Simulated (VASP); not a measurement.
# WSe2 (C2/m) in VASP: single point with r2SCAN

Aim: the single point of WSe2 with r2SCAN.

Program: VASP 6.6.1. These are calculated values, not measurements. Logs are shortened: lines on timing, memory, paths and dates and some standing lists are left out, and cuts for length are marked.

### 1 The cell of the first run

The typed cell holds 6 atoms: a = 3.451 Å, b = 3.338 Å, c = 13.150 Å, α = 90.00°, β = 90.00°, γ = 121.12°.

### 2 Single point, r2SCAN (uniaxial x strain +4.6%)

POSCAR reads:

```
WSe2
1.0
    3.4505356927      0.0000000000      0.0000000000
   -1.7252678463      2.8576566573      0.0000000000
    0.0000000000      0.0000000000     13.1496972339
W Se
2 4
Direct
    0.6648085522      0.3296171043      0.2499284415
    0.3351914478      0.6703828957      0.7500715585
    0.3285946938      0.6571893876      0.3746470901
    0.6714052559      0.3428105118      0.8747903082
    0.3285947441      0.6571894882      0.1252096918
    0.6714053062      0.3428106124      0.6253529099
```

INCAR.step1 reads:

```
PREC = Accurate ; ENCUT = 520
ISMEAR = 0 ; SIGMA = 0.01
LREAL = False ; LASPH = True
NELM = 100 ; NBANDS = 35
GGA = PE ; ALGO = Normal
EDIFF = 1E-4 ; LWAVE = True
LCHARG = False
```

INCAR.step2 reads:

```
PREC = Accurate ; ENCUT = 520
EDIFF = 1E-7 ; ISMEAR = 0
SIGMA = 0.01 ; LREAL = False
LASPH = True ; NELM = 100
ALGO = Normal ; ISIF = 2
LWAVE = False ; LCHARG = True
METAGGA = R2SCAN ; LMIXTAU = True
LELF = True ; LVHAR = True
NBANDS = 35 ; ISTART = 1
```

KPOINTS reads:

```
Automatic mesh
0
Gamma
  12 12 2
```

Potentials or basis: VASP PAW PBE potentials, release 64 (W_sv, Se).

The run is started by

```
cat potpaw_PBE.64/W_sv/POTCAR potpaw_PBE.64/Se/POTCAR > POTCAR
cp INCAR.step1 INCAR
mpirun -np 1 vasp_std > vasp.out
cp INCAR.step2 INCAR
mpirun -np 1 vasp_std > vasp.out
```

OUTCAR:

```text
PREC = Accurate
   ENCUT = 520
   EDIFF = 1E-7
   ISMEAR = 0
   LREAL = False
   LASPH = True
   NELM = 100
   ISIF = 2
   METAGGA = R2SCAN
   ISTART = 1

 ion  position               nearest neighbor table
   1  0.665  0.330  0.250-   3 2.53   5 2.53   3 2.56   3 2.56   5 2.56   5 2.56
   2  0.335  0.670  0.750-   6 2.53   4 2.53   6 2.56   6 2.56   4 2.56   4 2.56
   3  0.329  0.657  0.375-   1 2.53   1 2.56   1 2.56
   4  0.671  0.343  0.875-   2 2.53   2 2.56   2 2.56
   5  0.329  0.657  0.125-   1 2.53   1 2.56   1 2.56
   6  0.671  0.343  0.625-   2 2.53   2 2.56   2 2.56

  Warning from LATTYP: Monoclinic adjustment (A1->A3, A2->A1, A3->A2)!
  LATTYP: Found a base centered orthorhombic cell.
 ALAT       =     3.4505356927
 B/A-ratio  =     1.6563553673
 C/A-ratio  =     3.8109147115

  Lattice vectors:

 A1 = (   1.7252678463,  -2.8576566573,   0.0000000000)
 A2 = (   1.7252678464,   2.8576566573,   0.0000000000)
 A3 = (   0.0000000000,   0.0000000000,  13.1496972339)

Analysis of symmetry for initial positions (statically):
=====================================================================
 Subroutine PRICEL returns:
 Original cell was already a primitive cell.

 Routine SETGRP: Setting up the symmetry group for a
 base centered orthorhombic supercell.

 Subroutine GETGRP returns: Found  4 space group operations
 (whereof  4 operations were pure point group operations)
 out of a pool of  8 trial point group operations.

The static configuration has the point symmetry C_2h.

Analysis of symmetry for dynamics (positions and initial velocities):
=====================================================================
 Subroutine PRICEL returns:
 Original cell was already a primitive cell.

 Routine SETGRP: Setting up the symmetry group for a
 base centered orthorhombic supercell.

 Subroutine GETGRP returns: Found  4 space group operations
 (whereof  4 operations were pure point group operations)
 out of a pool of  8 trial point group operations.

The dynamic configuration has the point symmetry C_2h.

 Subroutine INISYM returns: Found  4 space group operations
 (whereof  4 operations are pure point group operations),
 and found     1 'primitive' translations

----------------------------------------------------------------------------------------

                                     Primitive cell

  volume of cell :     129.6619

  direct lattice vectors                    reciprocal lattice vectors
     3.450535693  0.000000000  0.000000000     0.289810073  0.174968535  0.000000000
    -1.725267846  2.857656657  0.000000000     0.000000000  0.349937071  0.000000000
     0.000000000  0.000000000 13.149697234     0.000000000  0.000000000  0.076047378

  length of vectors
     3.450535693  3.338075900 13.149697234     0.338531929  0.349937071  0.076047378

  position of ions in fractional coordinates (direct lattice)
     0.664808552  0.329617104  0.249928442
     0.335191448  0.670382896  0.750071558
     0.328594694  0.657189388  0.374647090
     0.671405256  0.342810512  0.874790308
     0.328594744  0.657189488  0.125209692
     0.671405306  0.342810612  0.625352910

  ion indices of the primitive-cell ions
   primitive index   ion index
                 1           1
                 2           2
                 3           3
                 4           4
                 5           5
                 6           6

----------------------------------------------------------------------------------------

 KPOINTS: Automatic mesh

Automatic generation of k-mesh.
 Grid dimensions read from file:
 generate k-points for:   12   12    2

 Generating k-lattice:

  Cartesian coordinates                     Fractional coordinates (reciprocal lattice)
     0.024150839  0.014580711  0.000000000     0.083333333  0.000000000  0.000000000
     0.000000000  0.029161423  0.000000000     0.000000000  0.083333333  0.000000000
     0.000000000  0.000000000  0.038023689     0.000000000  0.000000000  0.500000000

  Length of vectors
     0.028210994  0.029161423  0.038023689

  Shift w.r.t. Gamma in fractional coordinates (k-lattice)
     0.000000000  0.000000000  0.000000000

 Subroutine IBZKPT returns following result:
 ===========================================

 Found     86 irreducible k-points:

 Following reciprocal coordinates:
            Coordinates               Weight
  0.000000  0.000000  0.000000      1.000000
  0.083333  0.000000  0.000000      4.000000
  0.166667  0.000000  0.000000      4.000000
  0.250000  0.000000  0.000000      4.000000
  0.333333  0.000000  0.000000      4.000000
  0.416667  0.000000  0.000000      4.000000
[... 16 lines left out ...]
  0.333333  0.166667  0.000000      4.000000
  0.416667  0.166667  0.000000      4.000000
 [... further k-points ...]
   k-points           NKPTS =     86   k-points in BZ     NKDIM =     86   number of bands    NBANDS=     35
   number of dos      NEDOS =    301   number of ions     NIONS =      6
   total plane-waves  NPLWV =  76832
   dimension x,y,z NGX =    28 NGY =   28 NGZ =   98
   dimension x,y,z NGXF=    56 NGYF=   56 NGZF=  196
   ions per type =               2   4
   NGX,Y,Z   is equivalent  to a cutoff of  13.49, 13.94, 12.39 a.u.
   NGXF,Y,Z  is equivalent  to a cutoff of  26.98, 27.89, 24.78 a.u.
 SYSTEM =  unknown system
   PREC   = accura    normal or accurate (medium, high low for compatibility)
   ISTART =      1    job   : 0-new  1-cont  2-samecut
   ICHARG =      0    charge: 1-file 2-atom 10-const
   ISPIN  =      1    spin polarized calculation?
   LNONCOLLINEAR =      F non collinear calculations
   LSORBIT =      F    spin-orbit coupling
   LASPH  =      T    aspherical Exc in radial PAW
   ENCUT  =  520.0 eV  38.22 Ry    6.18 a.u.   6.42  6.21 24.45*2*pi/ulx,y,z
   NELM   =    100;   NELMIN=  2; NELMDL=  0     # of ELM steps
   EDIFF  = 0.1E-06   stopping-criterion for ELM
   LREAL  =      F    real-space projection
   EDIFFG = 0.1E-05   stopping-criterion for IOM
   NSW    =      0    number of steps for IOM
   IBRION =     -1    ionic relax: 0-MD 1-quasi-New 2-CG
   NFREE  =      0    steps in history (QN), initial steepest desc. (CG)
   ISIF   =      2    stress and relaxation
   ISYM   =      2    0-nonsym 1-usesym 2-fastsym
   POTIM  = 0.5000    time-step for ionic-motion
   TEBEG  =    0.0;   TEEND  =   0.0 temperature during run
   PSTRESS=    0.0 pullay stress
   NELECT =      52.0000    total number of electrons
   NUPDOWN=      -1.0000    fix difference up-down
   EMIN   =  10.00;   EMAX   =-10.00  energy-range for DOS
   EFERMI =   0.00;   METHOD = LEGACY
   ISMEAR =     0;   SIGMA  =   0.01  broadening in eV -4-tet -1-fermi 0-gaus
   EFERMI_NEDOS =   21; number of points for ismear=-14 and -15
   IALGO  =     38    algorithm
   IMIX   =      4    mixing-type and parameters
     AMIX     =   0.40;   BMIX     =  1.00
     AMIX_MAG =   1.60;   BMIX_MAG =  1.00
  volume/ion in A,a.u.               =      21.61       145.83
  Fermi-wavevector in a.u.,A,eV,Ry     =   1.207272  2.281413 19.830573  1.457506
  Thomas-Fermi vector in A             =   2.342915
   LORBIT       =      0    0 simple, 1 ext, 2 COOP (PROOUT), +10 PAW based schemes
   METAGGA = R2SCAN    functional components
   LHFCALC =     F    Hartree Fock is set to
   AEXX    =    0.0000 exact exchange contribution
   IVDW    =     0    specifies the selected vdW correction
   LEPSILON=     F    determine dielectric tensor
   LRPA    =     F    only Hartree local field effects (RPA)
 non-spin polarized calculation
 Gauss-broadening in eV      SIGMA  =   0.01
  energy-cutoff  :      520.00
  volume of cell :      129.66
 maximum number of plane-waves:      3536
 NGX is ok and might be reduce to    28
   NGX = 13   NGY = 13   NGZ = 49

 number of electron      51.9999998 magnetization

 Free energy of the ion-electron system (eV)
  ---------------------------------------------------
  ext. energy  EPLUGINS =         0.00000000
  ---------------------------------------------------
  free energy    TOTEN  =      -163.47612718 eV

  energy without entropy =     -163.47612718  energy(sigma->0) =     -163.47612718

 E-fermi :   5.5840     XC(G=0): -11.0064

 val. band max:        5.5182714077   @ k =   0.0000   0.0000   0.0000
 cond. band min:       6.4673844590   @ k =   0.3333   0.3333   0.0000
 fundamental gap:      0.9491130514
 Fermi energy:         5.5839972965

 k-point     1 :       0.0000    0.0000    0.0000
  band No.  band energies     occupation
      1     -70.9969      2.00000
      2     -70.9969      2.00000
      3     -34.5374      2.00000
      4     -34.5374      2.00000
      5     -34.5194      2.00000
      6     -34.5194      2.00000
[... 27 lines left out ...]
     34       8.4862      0.00000
     35       9.9640      0.00000

 k-point     2 :       0.0833    0.0000    0.0000
  band No.  band energies     occupation
      1     -70.9964      2.00000
      2     -70.9963      2.00000
      3     -34.5350      2.00000
      4     -34.5349      2.00000
      5     -34.5287      2.00000
      6     -34.5287      2.00000
[... 27 lines left out ...]
     34       8.3149      0.00000
     35      10.5341      0.00000

 k-point     3 :       0.1667    0.0000    0.0000
  band No.  band energies     occupation
      1     -70.9949      2.00000
      2     -70.9949      2.00000
      3     -34.5571      2.00000
      4     -34.5571      2.00000
      5     -34.5284      2.00000
      6     -34.5284      2.00000
[... 27 lines left out ...]
     34       8.7101      0.00000
     35      11.5416      0.00000
[... 723 lines left out ...]
 k-point    23 :       0.3333    0.1667    0.0000
  band No.  band energies     occupation
      1     -70.9887      2.00000
      2     -70.9887      2.00000
      3     -34.6658      2.00000
      4     -34.6658      2.00000
      5     -34.5441      2.00000
      6     -34.5441      2.00000
[... 27 lines left out ...]
     34      10.1744      0.00000
     35      10.5526      0.00000

 k-point    24 :       0.4167    0.1667    0.0000
  band No.  band energies     occupation
      1     -70.9884      2.00000
      2     -70.9884      2.00000
      3     -34.6733      2.00000
      4     -34.6733      2.00000
      5     -34.5449      2.00000
      6     -34.5449      2.00000
[... 27 lines left out ...]
     34      10.0988      0.00000
     35      10.3611      0.00000

 [... further k-points ...]
[... 5 lines left out ...]
  --------------------------------------------------------------------------------------
  -------------------------------------------------------------------------------------
  Total       -5.0404964     -0.3705431      0.8218052     -0.0000000     -0.0000035     -0.0000000
  in kB      -62.2832932     -4.5786446     10.1547004     -0.0000000     -0.0000434     -0.0000000
  external PRESSURE =     -18.9024125 kB  Pullay stress =       0.0000000 kB

 VOLUME and BASIS-vectors are now :
 -----------------------------------------------------------------------------
  energy-cutoff  :      520.00
  volume of cell :      129.66
      direct lattice vectors                 reciprocal lattice vectors
     3.450535693  0.000000000  0.000000000     0.289810073  0.174968535  0.000000000
    -1.725267846  2.857656657  0.000000000     0.000000000  0.349937071  0.000000000
     0.000000000  0.000000000 13.149697234     0.000000000  0.000000000  0.076047378

 POSITION                                       TOTAL-FORCE (eV/Angst)
 -----------------------------------------------------------------------------------
      1.72527      0.94193      3.28648         0.000000      0.000229      0.000271
     -0.00000      1.91572      9.86321        -0.000000     -0.000229     -0.000271
      0.00000      1.87802      4.92650        -0.000000     -0.000304      0.004910
      1.72527      0.97963     11.50323         0.000000      0.000311      0.003749
      0.00000      1.87802      1.64647        -0.000000     -0.000311     -0.003749
      1.72527      0.97964      8.22320         0.000000      0.000304     -0.004910
 -----------------------------------------------------------------------------------
    total drift:                                0.000000      0.000000      0.000000

  FREE ENERGIE OF THE ION-ELECTRON SYSTEM (eV)
  ---------------------------------------------------
  free  energy   TOTEN  =      -163.4761271757 eV

  energy  without entropy=     -163.4761271757  energy(sigma->0) =     -163.47612718
```

It took 14 min on 1 thread of Intel Xeon 6975P-C (Granite Rapids), shared host; peak memory 0.51 GiB.

What came out:

```
Free energy            : -163.4761 eV
Pressure               : -1.9 GPa
Largest force          : 0.005 eV/Å
Band gap on the k mesh : 0.95 eV (least direct gap 1.35 eV)
```

Forces in eV/Å, atoms in the order of the input:
```
W    0.000  0.000  0.000
W    0.000  0.000  0.000
Se   0.000  0.000  0.005
Se   0.000  0.000  0.004
Se   0.000  0.000 -0.004
Se   0.000  0.000 -0.005
```

Stress tensor (GPa, compression positive):
```
-6.23  0.00  0.00
 0.00 -0.46  0.00
 0.00  0.00  1.02
```

Caveat: the cell differs from its parent crystal (uniaxial x strain +4.6%); the stress differs along the axes, from -6 to 1 GPa; the PAW data sets were made with another functional, which shifts forces and pressure a little; spin-orbit coupling is left out, which moves the levels of the heavy elements.
